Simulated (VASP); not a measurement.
Hf: single point with LDA

The system is Hf.

```xyz
2
Lattice="3.1141 0.0000 0.0000 -1.5571 2.6969 0.0000 0.0000 0.0000 4.9550" Properties=species:S:1:pos:R:3 pbc="T T T"
Hf    0.0000    1.7979    1.2387
Hf    1.5571    0.8990    3.7162
```

* Program: VASP 6.6.1
* Task: single point
* Functional: LDA
* Potentials or basis: VASP PAW LDA potentials, release 64 (Hf_pv)
* Cutoff: 520 eV
* k mesh: 9 × 9 × 5
* Occupations: fermi-dirac, width 0.05 eV
* Spin: no spin polarisation
* Dipole correction: no
* Further INCAR settings: ALGO = Normal; EDIFF = 1e-06; NBANDS = 17

```yaml
Pressure: 0.1 GPa
Band_gap_on_the_k_mesh: zero (bands 10 and 11 overlap by 1.46 eV)
```

Levels at points of the mesh, in eV from the Fermi level:
| k point | band 7 | band 8 | band 9 | band 10 | band 11 | band 12 | band 13 | band 14 |
| --- | --- | --- | --- | --- | --- | --- | --- | --- |
| (0.00, 0.00, 0.00) | -7.59 | -3.98 | 0.99 | 1.10 | 1.10 | 1.33 | 1.98 | 1.98 |

It took 12 s on 1 thread of Intel(R) Xeon(R) Platinum 8488C (Sapphire Rapids) (shared host), peak memory 0.15 GiB.

Caveat: spin-orbit coupling is left out, which moves the levels of the heavy elements.
